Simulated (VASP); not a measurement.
# Pt (Cmcm) in VASP: a series of runs

Runs on Pt. Level: PBE. Tasks: single point.

All numbers are computed with VASP 6.6.1; they aren't measurements. Logs are shortened: lines on timing, memory, paths and dates and some standing lists are left out, and cuts for length are marked.

**1. The cell of the first run**

It takes space group Cmcm (No. 63, orthorhombic). Conventional cell: a = 2.621 Å, b = 4.061 Å, c = 4.781 Å, α = 90.00°, β = 90.00°, γ = 90.00°. Within 3.2 Å of Pt (site symmetry m2m) lie 12 Pt at 2.42 to 2.81 Å.

**2. Single point, PBE (normal strain along x -0.0500, normal strain along y -0.1500)**

File INCAR:

```
ALGO = Fast
EDIFF = 1E-6
ENCUT = 520
GGA = PE
ISIF = 2
ISMEAR = 0
LASPH = T
LCHARG = F
LREAL = F
LWAVE = F
NBANDS = 17
NELM = 80
PREC = Accurate
SIGMA = 0.15
```

File KPOINTS:

```
k-points
0
Gamma
  18 18 10
```

File POSCAR:

```
Pt
1.0
    2.6206126340      0.0000000000      0.0000000000
   -1.3103063170      2.0306205761      0.0000000000
    0.0000000000      0.0000000000      4.7813829983
Pt
2
Direct
    0.6666666667      0.3333333333      0.7500000000
    0.3333333333      0.6666666667      0.2500000000
```

Potentials or basis: VASP PAW PBE potentials, release 64 (Pt).

Run with:

```bash
> cat potpaw_PBE.64/Pt/POTCAR > POTCAR
> mpirun -np 1 vasp_std > vasp.out
```

OUTCAR:

```text
EDIFF = 1E-6
   ENCUT = 520
   GGA = PE
   ISIF = 2
   ISMEAR = 0
   LASPH = T
   LREAL = F
   NELM = 80
   PREC = Accurate

 ion  position               nearest neighbor table
   1  0.667  0.333  0.750-   2 2.75   2 2.75   2 2.81   2 2.81   2 2.81   2 2.81
   2  0.333  0.667  0.250-   1 2.75   1 2.75   1 2.81   1 2.81   1 2.81   1 2.81

  Warning from LATTYP: Monoclinic adjustment (A1->A3, A2->A1, A3->A2)!
  LATTYP: Found a base centered orthorhombic cell.
 ALAT       =     2.6206126340
 B/A-ratio  =     1.5497296699
 C/A-ratio  =     1.8245287137

  Lattice vectors:

 A1 = (   1.3103063170,  -2.0306205761,   0.0000000000)
 A2 = (   1.3103063170,   2.0306205761,   0.0000000000)
 A3 = (   0.0000000000,   0.0000000000,   4.7813829983)

Analysis of symmetry for initial positions (statically):
=====================================================================
 Subroutine PRICEL returns:
 Original cell was already a primitive cell.

 Routine SETGRP: Setting up the symmetry group for a
 base centered orthorhombic supercell.

 Subroutine GETGRP returns: Found  8 space group operations
 (whereof  4 operations were pure point group operations)
 out of a pool of  8 trial point group operations.

The static configuration has the point symmetry C_2h.
 The point group associated with its full space group is D_2h.

Analysis of symmetry for dynamics (positions and initial velocities):
=====================================================================
 Subroutine PRICEL returns:
 Original cell was already a primitive cell.

 Routine SETGRP: Setting up the symmetry group for a
 base centered orthorhombic supercell.

 Subroutine GETGRP returns: Found  8 space group operations
 (whereof  4 operations were pure point group operations)
 out of a pool of  8 trial point group operations.

The dynamic configuration has the point symmetry C_2h.
 The point group associated with its full space group is D_2h.

 Subroutine INISYM returns: Found  8 space group operations
 (whereof  4 operations are pure point group operations),
 and found     1 'primitive' translations

----------------------------------------------------------------------------------------

                                     Primitive cell

  volume of cell :      25.4440

  direct lattice vectors                    reciprocal lattice vectors
     2.620612634  0.000000000  0.000000000     0.381590162  0.246230146  0.000000000
    -1.310306317  2.030620576  0.000000000     0.000000000  0.492460291  0.000000000
     0.000000000  0.000000000  4.781382998     0.000000000  0.000000000  0.209144509

  length of vectors
     2.620612634  2.416675934  4.781382998     0.454136914  0.492460291  0.209144509

  position of ions in fractional coordinates (direct lattice)
     0.666666667  0.333333333  0.750000000
     0.333333333  0.666666667  0.250000000

  ion indices of the primitive-cell ions
   primitive index   ion index
                 1           1
                 2           2

----------------------------------------------------------------------------------------

 KPOINTS: k-points

Automatic generation of k-mesh.
 Grid dimensions read from file:
 generate k-points for:   18   18   10

 Generating k-lattice:

  Cartesian coordinates                     Fractional coordinates (reciprocal lattice)
     0.021199453  0.013679453  0.000000000     0.055555556 -0.000000000  0.000000000
     0.000000000  0.027358905  0.000000000     0.000000000  0.055555556  0.000000000
     0.000000000  0.000000000  0.020914451     0.000000000  0.000000000  0.100000000

  Length of vectors
     0.025229829  0.027358905  0.020914451

  Shift w.r.t. Gamma in fractional coordinates (k-lattice)
     0.000000000  0.000000000  0.000000000

 Subroutine IBZKPT returns following result:
 ===========================================

 Found    546 irreducible k-points:

 Following reciprocal coordinates:
            Coordinates               Weight
  0.000000  0.000000  0.000000      1.000000
  0.055556 -0.000000  0.000000      4.000000
  0.111111 -0.000000  0.000000      4.000000
  0.166667  0.000000  0.000000      4.000000
  0.222222  0.000000  0.000000      4.000000
  0.277778  0.000000  0.000000      4.000000
[... 16 lines left out ...]
 -0.333333  0.055556  0.000000      4.000000
 -0.277778  0.055556  0.000000      4.000000
 [... further k-points ...]
   k-points           NKPTS =    546   k-points in BZ     NKDIM =    546   number of bands    NBANDS=     17
   number of dos      NEDOS =    301   number of ions     NIONS =      2
   total plane-waves  NPLWV =  12960
   dimension x,y,z NGX =    20 NGY =   18 NGZ =   36
   dimension x,y,z NGXF=    40 NGYF=   36 NGZF=   72
   ions per type =               2
   NGX,Y,Z   is equivalent  to a cutoff of  12.69, 12.38, 12.52 a.u.
   NGXF,Y,Z  is equivalent  to a cutoff of  25.38, 24.76, 25.03 a.u.
 SYSTEM =  unknown system
   PREC   = accura    normal or accurate (medium, high low for compatibility)
   ISTART =      0    job   : 0-new  1-cont  2-samecut
   ICHARG =      2    charge: 1-file 2-atom 10-const
   ISPIN  =      1    spin polarized calculation?
   LNONCOLLINEAR =      F non collinear calculations
   LSORBIT =      F    spin-orbit coupling
   LASPH  =      T    aspherical Exc in radial PAW
   ENCUT  =  520.0 eV  38.22 Ry    6.18 a.u.   4.87  4.49  8.89*2*pi/ulx,y,z
   NELM   =     80;   NELMIN=  2; NELMDL= -5     # of ELM steps
   EDIFF  = 0.1E-05   stopping-criterion for ELM
   LREAL  =      F    real-space projection
   EDIFFG = 0.1E-04   stopping-criterion for IOM
   NSW    =      0    number of steps for IOM
   IBRION =     -1    ionic relax: 0-MD 1-quasi-New 2-CG
   NFREE  =      0    steps in history (QN), initial steepest desc. (CG)
   ISIF   =      2    stress and relaxation
   ISYM   =      2    0-nonsym 1-usesym 2-fastsym
   POTIM  = 0.5000    time-step for ionic-motion
   TEBEG  =    0.0;   TEEND  =   0.0 temperature during run
   PSTRESS=    0.0 pullay stress
   NELECT =      20.0000    total number of electrons
   NUPDOWN=      -1.0000    fix difference up-down
   EMIN   =  10.00;   EMAX   =-10.00  energy-range for DOS
   EFERMI =   0.00;   METHOD = LEGACY
   ISMEAR =     0;   SIGMA  =   0.15  broadening in eV -4-tet -1-fermi 0-gaus
   EFERMI_NEDOS =   21; number of points for ismear=-14 and -15
   IALGO  =     68    algorithm
   IMIX   =      4    mixing-type and parameters
     AMIX     =   0.40;   BMIX     =  1.00
     AMIX_MAG =   1.60;   BMIX_MAG =  1.00
  volume/ion in A,a.u.               =      12.72        85.85
  Fermi-wavevector in a.u.,A,eV,Ry     =   1.510856  2.855104 31.057832  2.282686
  Thomas-Fermi vector in A             =   2.620991
   LORBIT       =      0    0 simple, 1 ext, 2 COOP (PROOUT), +10 PAW based schemes
   GGA     = PE    functional components
   LHFCALC =     F    Hartree Fock is set to
   AEXX    =    0.0000 exact exchange contribution
   IVDW    =     0    specifies the selected vdW correction
   LEPSILON=     F    determine dielectric tensor
   LRPA    =     F    only Hartree local field effects (RPA)
 non-spin polarized calculation
 RMM-DIIS sequential band-by-band and
 Gauss-broadening in eV      SIGMA  =   0.15
  energy-cutoff  :      520.00
  volume of cell :       25.44
 maximum number of plane-waves:       706
   NGX =  9   NGY =  9   NGZ = 17

 number of electron      20.0000004 magnetization

 Free energy of the ion-electron system (eV)
  ---------------------------------------------------
  ext. energy  EPLUGINS =         0.00000000
  ---------------------------------------------------
  free energy    TOTEN  =        -9.82226911 eV

  energy without entropy =       -9.79733148  energy(sigma->0) =       -9.80980029

 E-fermi :  14.7295     XC(G=0): -14.4867

 val. band max:       14.7293905654   @ k =  -0.2222   0.0556   0.0000
 cond. band min:      14.7298065857   @ k =   0.1111   0.2778   0.3000
 fundamental gap:      0.0004160202
 Fermi energy:        14.7294574888

 k-point     1 :       0.0000    0.0000    0.0000
  band No.  band energies     occupation
      1       2.5900      2.00000
      2       4.8907      2.00000
      3       8.2340      2.00000
      4       8.4580      2.00000
      5       8.8166      2.00000
      6      11.4293      2.00000
[... 9 lines left out ...]
     16      31.7270      0.00000
     17      36.8853      0.00000

 k-point     2 :       0.0556   -0.0000    0.0000
  band No.  band energies     occupation
      1       2.7386      2.00000
      2       5.0403      2.00000
      3       8.2462      2.00000
      4       8.5227      2.00000
      5       8.8351      2.00000
      6      11.4546      2.00000
[... 9 lines left out ...]
     16      31.9989      0.00000
     17      36.3658      0.00000

 k-point     3 :       0.1111   -0.0000    0.0000
  band No.  band energies     occupation
      1       3.1659      2.00000
      2       5.4505      2.00000
      3       8.2487      2.00000
      4       8.6315      2.00000
      5       8.9945      2.00000
      6      10.7793      2.00000
[... 9 lines left out ...]
     16      32.7264      0.00000
     17      35.2277      0.00000

 k-point     4 :       0.1667    0.0000    0.0000
  band No.  band energies     occupation
      1       3.8119      2.00000
      2       5.9688      2.00000
      3       8.2851      2.00000
      4       8.6006      2.00000
      5       9.4984      2.00000
      6       9.8056      2.00000
[... 9 lines left out ...]
     16      33.6014      0.00000
     17      34.1650      0.00000
[... 343 lines left out ...]
      1       5.7517      2.00000
      2       6.1029      2.00000
      3       7.3614      2.00000
      4       9.0254      2.00000
      5       9.8601      2.00000
      6      10.6189      2.00000
[... 9 lines left out ...]
     16      30.0665      0.00000
     17      32.4182      0.00000

 k-point    23 :      -0.3333    0.0556    0.0000
  band No.  band energies     occupation
      1       5.5416      2.00000
      2       6.2963      2.00000
      3       7.9055      2.00000
      4       8.5678      2.00000
      5       9.7307      2.00000
      6      10.3581      2.00000
[... 9 lines left out ...]
     16      31.6655      0.00000
     17      34.2313      0.00000

 k-point    24 :      -0.2778    0.0556    0.0000
  band No.  band energies     occupation
      1       4.9859      2.00000
      2       6.4446      2.00000
      3       8.4000      2.00000
      4       8.5891      2.00000
      5       8.8005      2.00000
      6      10.4666      2.00000
[... 9 lines left out ...]
     16      32.8750      0.00000
     17      34.1869      0.00000

 [... further k-points ...]

------------------------ aborting loop because EDIFF is reached ----------------------------------------

  FORCE on cell =-STRESS in cart. coord.  units (eV):
  Direction    XX          YY          ZZ          XY          YZ          ZX
  --------------------------------------------------------------------------------------
  -------------------------------------------------------------------------------------
  Total       16.8649183     28.4512209      7.4930694      0.0000000     -0.0000000      0.0000000
  in kB     1061.9637137   1791.5393213    471.8296108      0.0000000     -0.0000000      0.0000000
  external PRESSURE =    1108.4442153 kB  Pullay stress =       0.0000000 kB

 VOLUME and BASIS-vectors are now :
 -----------------------------------------------------------------------------
  energy-cutoff  :      520.00
  volume of cell :       25.44
      direct lattice vectors                 reciprocal lattice vectors
     2.620612634  0.000000000  0.000000000     0.381590162  0.246230146  0.000000000
    -1.310306317  2.030620576  0.000000000     0.000000000  0.492460291  0.000000000
     0.000000000  0.000000000  4.781382998     0.000000000  0.000000000  0.209144509

 POSITION                                       TOTAL-FORCE (eV/Angst)
 -----------------------------------------------------------------------------------
      1.31031      0.67687      3.58604        -0.000000      0.061113      0.000000
     -0.00000      1.35375      1.19535         0.000000     -0.061113      0.000000
 -----------------------------------------------------------------------------------
    total drift:                                0.000000     -0.000000      0.000000

  FREE ENERGIE OF THE ION-ELECTRON SYSTEM (eV)
  ---------------------------------------------------
  free  energy   TOTEN  =        -9.8222691085 eV

  energy  without entropy=       -9.7973314788  energy(sigma->0) =       -9.80980029
```

Wall time 3.5 min (1 thread of Intel Xeon Platinum 8259CL at 2.50GHz (Skylake/Cascade Lake), shared host); peak memory 0.3 GiB.

Results:

```
Free energy            : -9.8223 eV
Pressure               : 110.8 GPa
Largest force          : 0.061 eV/Å
Band gap on the k mesh : zero (band 10 reaches 16.74 eV, above the bottom of band 11 at 13.42 eV)
```

Forces on the atoms (eV/Å):
```
Pt   0.000  0.061  0.000
Pt   0.000 -0.061  0.000
```

Caveat: the cell differs from its parent crystal (normal strain along x -0.0500, normal strain along y -0.1500); spin-orbit coupling is left out, which moves the levels of the heavy elements.

**3. Single point, PBE (normal strain along x -0.1500, normal strain along y -0.0500)**

File INCAR:

```
ALGO     = Fast           # electronic algorithm
EDIFF    = 1E-7           # SCF threshold, eV
ENCUT    = 520            # plane-wave cutoff, eV
GGA      = PE             # functional
ISIF     = 2              # what is computed and relaxed
ISMEAR   = 0              # smearing method
LASPH    = True           # aspherical terms in the spheres
LCHARG   = False          # write CHGCAR
LREAL    = False          # projectors in reciprocal space
LWAVE    = False          # write WAVECAR
NBANDS   = 17             # bands
NELM     = 60             # most SCF steps
PREC     = Accurate       # precision mode
SIGMA    = 0.15           # smearing width, eV
```

KPOINTS is that of step 2.

File POSCAR:

```
Pt
1.0
    2.3447586725      0.0000000000      0.0000000000
   -1.1723793363      2.2695171145      0.0000000000
    0.0000000000      0.0000000000      4.7813829983
Pt
2
Direct
    0.6666666667      0.3333333333      0.7500000000
    0.3333333333      0.6666666667      0.2500000000
```

Potentials or basis: VASP PAW PBE potentials, release 64 (Pt).

Run with:

```bash
> cat potpaw_PBE.64/Pt/POTCAR > POTCAR
> mpirun -np 1 vasp_std > vasp.out
```

Wall time 4.4 min (1 thread of Intel Xeon Platinum 8259CL at 2.50GHz (Skylake/Cascade Lake), shared host); peak memory 0.3 GiB.

The run converged. Its results:

* Free energy: -9.7423 eV
* Pressure: 112.1 GPa
* Largest force: 0.023 eV/Å
* Band gap on the k mesh: zero (band 10 reaches 15.98 eV, above the bottom of band 11 at 13.61 eV)

Forces on the atoms (eV/Å):
```
Pt   0.000 -0.023  0.000
Pt   0.000  0.023  0.000
```

Stress tensor (GPa, compression positive):
```
194.18   0.00   0.00
  0.00  93.63   0.00
  0.00   0.00  48.39
```

Levels at points of the mesh, in eV from the Fermi level:
```
           k point  band 7  band 8  band 9  band 10  band 11  band 12  band 13  band 14
(0.00, 0.00, 0.00)   -3.07   -2.52   -2.03    -1.15    -0.48     0.28     4.65    13.76
(0.50, 0.00, 0.00)   -2.91   -0.56    1.10     1.20     3.47     5.43     9.26    10.19
(0.00, 0.50, 0.00)   -2.49    0.28    1.06     1.21     2.48     3.90     7.85     8.30
(0.00, 0.00, 0.50)   -3.31   -3.31   -1.13    -1.13    -0.31    -0.31    11.05    11.05
(0.50, 0.00, 0.50)   -1.28   -1.28    1.22     1.22     2.24     2.24     9.97     9.97
(0.00, 0.50, 0.50)   -1.27   -1.27    1.10     1.10     1.14     1.14     7.74     7.74
```

Caveat: the cell differs from its parent crystal (normal strain along x -0.1500, normal strain along y -0.0500); spin-orbit coupling is left out, which moves the levels of the heavy elements.

**4. Single point, PBE (normal strain along x +0.0000, normal strain along y -0.1000)**

File INCAR:

```
SYSTEM = Pt
PREC = Accurate ; ENCUT = 520
EDIFF = 1E-7 ; ISMEAR = 0
SIGMA = 0.15 ; LREAL = .FALSE.
LASPH = .TRUE. ; NELM = 100
ALGO = Fast ; ISIF = 2
LWAVE = .FALSE. ; LCHARG = .FALSE.
GGA = PE ; NBANDS = 17
```

File KPOINTS:

```
Automatic mesh
0
G
  18 18 10
  0 0 0
```

File POSCAR:

```
Pt
1.0
    2.7585396147      0.0000000000      0.0000000000
   -1.3792698074      2.1500688453      0.0000000000
    0.0000000000      0.0000000000      4.7813829983
Pt
2
Direct
    0.6666666667      0.3333333333      0.7500000000
    0.3333333333      0.6666666667      0.2500000000
```

Run with:

```bash
> cat potpaw_PBE.64/Pt/POTCAR > POTCAR
> mpirun -np 1 vasp_std > vasp.out
```

Run time: 2.1 min. Hardware: 1 thread of Intel Xeon Platinum 8488C (Sapphire Rapids), shared host; peak memory 0.33 GiB.

Results (log left out):

```yaml
Free_energy: -11.5190 eV
Pressure: 40.2 GPa
Largest_force: 0.077 eV/Å
Band_gap_on_the_k_mesh: zero (band 10 reaches 13.71 eV, above the bottom of band 11 at 11.36 eV)
```

Forces in eV/Å, atoms in the order of the input:
```
Pt   0.000  0.077  0.000
Pt   0.000 -0.077  0.000
```

Stress tensor (GPa, compression positive):
```
32.67  0.00  0.00
 0.00 69.91  0.00
 0.00  0.00 18.00
```

Levels at points of the mesh, in eV from the Fermi level:
| k point | band 7 | band 8 | band 9 | band 10 | band 11 | band 12 | band 13 | band 14 |
| --- | --- | --- | --- | --- | --- | --- | --- | --- |
| (0.00, 0.00, 0.00) | -2.56 | -1.89 | -1.58 | -1.49 | -0.34 | 0.02 | 4.74 | 14.84 |
| (0.50, 0.00, 0.00) | -2.78 | 0.08 | 0.33 | 0.49 | 2.60 | 4.13 | 7.61 | 8.67 |
| (0.00, 0.50, 0.00) | -2.55 | -0.46 | 1.13 | 1.30 | 3.06 | 5.11 | 9.18 | 9.61 |
| (0.00, 0.00, 0.50) | -2.88 | -2.88 | -0.97 | -0.97 | -0.54 | -0.54 | 11.59 | 11.59 |
| (0.50, 0.00, 0.50) | -1.21 | -1.21 | 0.45 | 0.45 | 1.56 | 1.56 | 7.29 | 7.29 |
| (0.00, 0.50, 0.50) | -0.86 | -0.86 | 1.22 | 1.22 | 2.37 | 2.37 | 8.84 | 8.84 |

Caveat: the cell differs from its parent crystal (normal strain along x +0.0000, normal strain along y -0.1000); spin-orbit coupling is left out, which moves the levels of the heavy elements.

**5. Overview**

| cell | further INCAR settings | gap on the mesh (eV) | pressure (GPa) | largest force (eV/Å) |
| --- | --- | --- | --- | --- |
| a = 2.621, b = 2.417, c = 4.781 Å, angles 90.0, 90.0, 122.8°, 2 atoms | ALGO = Fast; EDIFF = 1e-06; NBANDS = 17 | none | 110.8 | 0.06 |
| a = 2.345, b = 2.554, c = 4.781 Å, angles 90.0, 90.0, 117.3°, 2 atoms | ALGO = Fast; EDIFF = 1e-07; NBANDS = 17 | none | 112.1 | 0.02 |
| a = 2.759, b = 2.554, c = 4.781 Å, angles 90.0, 90.0, 122.7°, 2 atoms | ALGO = Fast; EDIFF = 1e-07; NBANDS = 17 | none | 40.2 | 0.08 |

Alike in all rows: task single point; level PBE; potentials or basis VASP PAW PBE potentials, release 64 (Pt); no spin polarisation; k mesh 18 × 18 × 10; cutoff (eV) 520; smearing gaussian 0.15 eV.

Caveats: spin-orbit coupling is left out, which moves the levels of the heavy elements.

Total energies depend on the potentials used, so only differences within one code and one set of settings carry meaning.
